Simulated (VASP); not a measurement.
# Cr (Im-3m) in VASP: further runs

Cr is run at these levels: PBE; tasks: single point.

All numbers are computed with VASP 6.6.1; they aren't measurements. Logs are shortened: lines on timing, memory, paths and dates and some standing lists are left out, and cuts for length are marked.

## (1) The cell of the first run

It takes space group Im-3m (No. 229, cubic). The conventional cell has a = 2.849 Å, b = 2.849 Å, c = 2.849 Å, α = 90.00°, β = 90.00°, γ = 90.00°. Within 3.3 Å of Cr (site symmetry m-3m) lie 14 Cr at 2.47 to 2.85 Å.

## (2) Single point, PBE

INCAR reads:

```
ALGO = Normal ; EDIFF = 1E-7
ENCUT = 520 ; GGA = PE
ISIF = 2 ; ISMEAR = 1
LASPH = True ; LCHARG = True
LELF = True ; LREAL = False
LVHAR = True ; LWAVE = False
NBANDS = 12 ; NELM = 80
PREC = Accurate ; SIGMA = 0.3
```

KPOINTS reads:

```
k-points
0
Gamma
  15 15 15
```

POSCAR reads:

```
Cr
1.0
   -1.4243177237      1.4243177237      1.4243177237
    1.4243177237     -1.4243177237      1.4243177237
    1.4243177237      1.4243177237     -1.4243177237
Cr
1
Direct
    0.0000000000      0.0000000000      0.0000000000
```

Potentials or basis: VASP PAW PBE potentials, release 64 (Cr_pv).

On the command line:

```
> cat potpaw_PBE.64/Cr_pv/POTCAR > POTCAR
> mpirun -np 1 vasp_std > vasp.out
```

OUTCAR:

```text
EDIFF = 1E-7
   ENCUT = 520
   GGA = PE
   ISIF = 2
   ISMEAR = 1
   LASPH = True
   LREAL = False
   NELM = 80
   PREC = Accurate

 ion  position               nearest neighbor table
   1  0.000  0.000  0.000-

  LATTYP: Found a body centered cubic cell.
 ALAT       =     2.8486354474

  Lattice vectors:

 A1 = (  -1.4243177237,   1.4243177237,   1.4243177237)
 A2 = (   1.4243177237,  -1.4243177237,   1.4243177237)
 A3 = (   1.4243177237,   1.4243177237,  -1.4243177237)

Analysis of symmetry for initial positions (statically):
=====================================================================
 Subroutine PRICEL returns:
 Original cell was already a primitive cell.

 Routine SETGRP: Setting up the symmetry group for a
 body centered cubic supercell.

 Subroutine GETGRP returns: Found 48 space group operations
 (whereof 48 operations were pure point group operations)
 out of a pool of 48 trial point group operations.

The static configuration has the point symmetry O_h .

Analysis of symmetry for dynamics (positions and initial velocities):
=====================================================================
 Subroutine PRICEL returns:
 Original cell was already a primitive cell.

 Routine SETGRP: Setting up the symmetry group for a
 body centered cubic supercell.

 Subroutine GETGRP returns: Found 48 space group operations
 (whereof 48 operations were pure point group operations)
 out of a pool of 48 trial point group operations.

The dynamic configuration has the point symmetry O_h .

 Subroutine INISYM returns: Found 48 space group operations
 (whereof 48 operations are pure point group operations),
 and found     1 'primitive' translations

----------------------------------------------------------------------------------------

                                     Primitive cell

  volume of cell :      11.5579

  direct lattice vectors                    reciprocal lattice vectors
    -1.424317724  1.424317724  1.424317724     0.000000000  0.351045270  0.351045270
     1.424317724 -1.424317724  1.424317724     0.351045270  0.000000000  0.351045270
     1.424317724  1.424317724 -1.424317724     0.351045270  0.351045270  0.000000000

  length of vectors
     2.466990664  2.466990664  2.466990664     0.496452982  0.496452982  0.496452982

  position of ions in fractional coordinates (direct lattice)
     0.000000000  0.000000000  0.000000000

  ion indices of the primitive-cell ions
   primitive index   ion index
                 1           1

----------------------------------------------------------------------------------------

 KPOINTS: k-points

Automatic generation of k-mesh.
 Grid dimensions read from file:
 generate k-points for:   15   15   15

 Generating k-lattice:

  Cartesian coordinates                     Fractional coordinates (reciprocal lattice)
     0.000000000  0.023403018  0.023403018     0.066666667  0.000000000  0.000000000
     0.023403018  0.000000000  0.023403018     0.000000000  0.066666667  0.000000000
     0.023403018  0.023403018  0.000000000     0.000000000  0.000000000  0.066666667

  Length of vectors
     0.033096865  0.033096865  0.033096865

  Shift w.r.t. Gamma in fractional coordinates (k-lattice)
     0.000000000  0.000000000  0.000000000

 Subroutine IBZKPT returns following result:
 ===========================================

 Found    120 irreducible k-points:

 Following reciprocal coordinates:
            Coordinates               Weight
  0.000000  0.000000  0.000000      1.000000
  0.066667  0.000000  0.000000     12.000000
  0.133333  0.000000  0.000000     12.000000
  0.200000  0.000000  0.000000     12.000000
  0.266667  0.000000  0.000000     12.000000
  0.333333  0.000000  0.000000     12.000000
[... 16 lines left out ...]
  0.333333  0.200000 -0.000000     48.000000
  0.400000  0.200000  0.000000     24.000000
 [... further k-points ...]
   k-points           NKPTS =    120   k-points in BZ     NKDIM =    120   number of bands    NBANDS=     12
   number of dos      NEDOS =    301   number of ions     NIONS =      1
   total plane-waves  NPLWV =   5832
   dimension x,y,z NGX =    18 NGY =   18 NGZ =   18
   dimension x,y,z NGXF=    36 NGYF=   36 NGZF=   36
   ions per type =               1
   NGX,Y,Z   is equivalent  to a cutoff of  12.13, 12.13, 12.13 a.u.
   NGXF,Y,Z  is equivalent  to a cutoff of  24.26, 24.26, 24.26 a.u.
 SYSTEM =  unknown system
   PREC   = accura    normal or accurate (medium, high low for compatibility)
   ISTART =      0    job   : 0-new  1-cont  2-samecut
   ICHARG =      2    charge: 1-file 2-atom 10-const
   ISPIN  =      1    spin polarized calculation?
   LNONCOLLINEAR =      F non collinear calculations
   LSORBIT =      F    spin-orbit coupling
   LASPH  =      T    aspherical Exc in radial PAW
   ENCUT  =  520.0 eV  38.22 Ry    6.18 a.u.   4.59  4.59  4.59*2*pi/ulx,y,z
   NELM   =     80;   NELMIN=  2; NELMDL= -5     # of ELM steps
   EDIFF  = 0.1E-06   stopping-criterion for ELM
   LREAL  =      F    real-space projection
   EDIFFG = 0.1E-05   stopping-criterion for IOM
   NSW    =      0    number of steps for IOM
   IBRION =     -1    ionic relax: 0-MD 1-quasi-New 2-CG
   NFREE  =      0    steps in history (QN), initial steepest desc. (CG)
   ISIF   =      2    stress and relaxation
   ISYM   =      2    0-nonsym 1-usesym 2-fastsym
   POTIM  = 0.5000    time-step for ionic-motion
   TEBEG  =    0.0;   TEEND  =   0.0 temperature during run
   PSTRESS=    0.0 pullay stress
   NELECT =      12.0000    total number of electrons
   NUPDOWN=      -1.0000    fix difference up-down
   EMIN   =  10.00;   EMAX   =-10.00  energy-range for DOS
   EFERMI =   0.00;   METHOD = LEGACY
   ISMEAR =     1;   SIGMA  =   0.30  broadening in eV -4-tet -1-fermi 0-gaus
   EFERMI_NEDOS =   21; number of points for ismear=-14 and -15
   IALGO  =     38    algorithm
   IMIX   =      4    mixing-type and parameters
     AMIX     =   0.40;   BMIX     =  1.00
     AMIX_MAG =   1.60;   BMIX_MAG =  1.00
  volume/ion in A,a.u.               =      11.56        78.00
  Fermi-wavevector in a.u.,A,eV,Ry     =   1.657709  3.132616 37.388811  2.748000
  Thomas-Fermi vector in A             =   2.745415
   LORBIT       =      0    0 simple, 1 ext, 2 COOP (PROOUT), +10 PAW based schemes
   GGA     = PE    functional components
   LHFCALC =     F    Hartree Fock is set to
   AEXX    =    0.0000 exact exchange contribution
   IVDW    =     0    specifies the selected vdW correction
   LEPSILON=     F    determine dielectric tensor
   LRPA    =     F    only Hartree local field effects (RPA)
 non-spin polarized calculation
 Methfessel and Paxton  Order N= 1 SIGMA  =   0.30
  energy-cutoff  :      520.00
  volume of cell :       11.56
 maximum number of plane-waves:       324
   NGX =  9   NGY =  9   NGZ =  9

 number of electron      11.9999993 magnetization

 Free energy of the ion-electron system (eV)
  ---------------------------------------------------
  ext. energy  EPLUGINS =         0.00000000
  ---------------------------------------------------
  free energy    TOTEN  =        -9.51151359 eV

  energy without entropy =       -9.50932692  energy(sigma->0) =       -9.51078470

 E-fermi :  10.9753     XC(G=0): -13.6694

 val. band max:       10.9734888935   @ k =   0.0667   0.0667   0.0667
 cond. band min:      10.9811620563   @ k =   0.1333   0.0667   0.0000
 fundamental gap:      0.0076731628
 Fermi energy:        10.9753010641

 k-point     1 :       0.0000    0.0000    0.0000
  band No.  band energies     occupation
      1     -31.7566      2.00000
      2     -31.7566      2.00000
      3     -31.7566      2.00000
      4       3.1091      2.00000
      5      10.0585      2.00014
      6      10.0585      2.00014
      7      10.0585      2.00014
      8      12.1111     -0.00000
      9      12.1111     -0.00000
     10      18.0805      0.00000
     11      33.2607      0.00000
     12      33.2607      0.00000

 k-point     2 :       0.0667    0.0000    0.0000
  band No.  band energies     occupation
      1     -31.7979      2.00000
      2     -31.7693      2.00000
      3     -31.7568      2.00000
      4       3.3041      2.00000
      5       9.9831      2.00003
      6      10.0455      2.00011
      7      10.1904      2.00136
      8      12.0273     -0.00001
      9      12.1164     -0.00000
     10      18.0804      0.00000
     11      32.8023      0.00000
     12      33.2011      0.00000

 k-point     3 :       0.1333    0.0000    0.0000
  band No.  band energies     occupation
      1     -31.9138      2.00000
      2     -31.8049      2.00000
      3     -31.7575      2.00000
      4       3.8649      2.00000
      5       9.7750      2.00000
      6       9.9781      2.00003
      7      10.5737      2.06751
      8      11.8541     -0.00028
      9      12.1357     -0.00000
     10      18.0803      0.00000
     11      31.5110      0.00000
     12      32.8244      0.00000
[... 286 lines left out ...]
 k-point    23 :       0.3333    0.2000   -0.0000
  band No.  band energies     occupation
      1     -32.5421      2.00000
      2     -32.1485      2.00000
      3     -31.8457      2.00000
      4       7.4467      2.00000
      5       8.6235      2.00000
      6       9.6943      2.00000
      7      11.9994     -0.00002
      8      12.6526     -0.00000
      9      15.9638     -0.00000
     10      18.0763      0.00000
     11      21.8224      0.00000
     12      25.0780      0.00000

 k-point    24 :       0.4000    0.2000    0.0000
  band No.  band energies     occupation
      1     -32.5567      2.00000
      2     -32.1734      2.00000
      3     -31.8475      2.00000
      4       7.4261      2.00000
      5       8.6137      2.00000
      6       9.8430      2.00000
      7      12.0614     -0.00000
      8      12.7034     -0.00000
      9      16.6694     -0.00000
     10      18.0734      0.00000
     11      20.7985      0.00000
     12      24.8634      0.00000

 [... further k-points ...]
[... 5 lines left out ...]
  --------------------------------------------------------------------------------------
  -------------------------------------------------------------------------------------
  Total       -0.0508201     -0.0508201     -0.0508201      0.0000000     -0.0000000      0.0000000
  in kB       -7.0447471     -7.0447471     -7.0447471      0.0000000     -0.0000000      0.0000000
  external PRESSURE =      -7.0447471 kB  Pullay stress =       0.0000000 kB

 VOLUME and BASIS-vectors are now :
 -----------------------------------------------------------------------------
  energy-cutoff  :      520.00
  volume of cell :       11.56
      direct lattice vectors                 reciprocal lattice vectors
    -1.424317724  1.424317724  1.424317724     0.000000000  0.351045270  0.351045270
     1.424317724 -1.424317724  1.424317724     0.351045270  0.000000000  0.351045270
     1.424317724  1.424317724 -1.424317724     0.351045270  0.351045270  0.000000000

 POSITION                                       TOTAL-FORCE (eV/Angst)
 -----------------------------------------------------------------------------------
      0.00000      0.00000      0.00000         0.000000      0.000000     -0.000000
 -----------------------------------------------------------------------------------
    total drift:                                0.000000     -0.000000     -0.000000

  FREE ENERGIE OF THE ION-ELECTRON SYSTEM (eV)
  ---------------------------------------------------
  free  energy   TOTEN  =        -9.5115135897 eV

  energy  without entropy=       -9.5093269188  energy(sigma->0) =       -9.51078470
```

It took 9.1 s on 1 thread of Intel Xeon 6975P-C, shared host; peak memory 0.13 GiB.

Results:

```
Free energy            : -9.5115 eV
Pressure               : -0.7 GPa
Band gap on the k mesh : zero (band 6 reaches 13.28 eV, above the bottom of band 7 at 10.06 eV)
```

Levels at points of the mesh, in eV from the Fermi level:
| k point | band 2 | band 3 | band 4 | band 5 | band 6 | band 7 | band 8 | band 9 | band 10 | band 11 |
| --- | --- | --- | --- | --- | --- | --- | --- | --- | --- | --- |
| (0.00, 0.00, 0.00) | -42.73 | -42.73 | -7.87 | -0.92 | -0.92 | -0.92 | 1.14 | 1.14 | 7.11 | 22.29 |

Caveat: the run has no spin polarisation, though such a crystal can be magnetic. Spin polarisation is off, so any magnetic state and its effect on volume and gap are missing.

(Continued in part 2 of 3.)
